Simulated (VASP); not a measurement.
C:

```
C
1.0
     0.00000    1.78012    1.78012
     1.78012    0.00000    1.78012
     1.78012    1.78012    0.00000
C
2
Direct
  0.00000 0.00000 0.00000
  0.25000 0.25000 0.25000
```

Base run:

* Program: VASP 6.6.1
* Functional: PBE
* Potentials or basis: VASP PAW PBE potentials, release 64 (C)
* Cutoff: 600 eV
* k mesh: 8 × 8 × 8, shifted
* Occupations: gaussian, width 0.01 eV
* Spin: no spin polarisation

Its results: band gap on the k mesh 4.64 eV, indirect (least direct gap 6.04 eV); pressure 4.2 GPa.

**Question.** The run is repeated on the same cell with these changes: k mesh from 8 × 8 × 8, shifted to 5 × 5 × 5; further incar settings from ALGO = Normal; EDIFF = 1e-06; NBANDS = 11; ISYM = 0 to ALGO = Normal; EDIFF = 1e-06; NBANDS = 11. What comes out?

**Answer.** Band gap on the k mesh 4.18 eV, indirect (least direct gap 5.60 eV); pressure 4.5 GPa.

Caveats: some runs use coarse meshes.

A k mesh can miss the band edges.
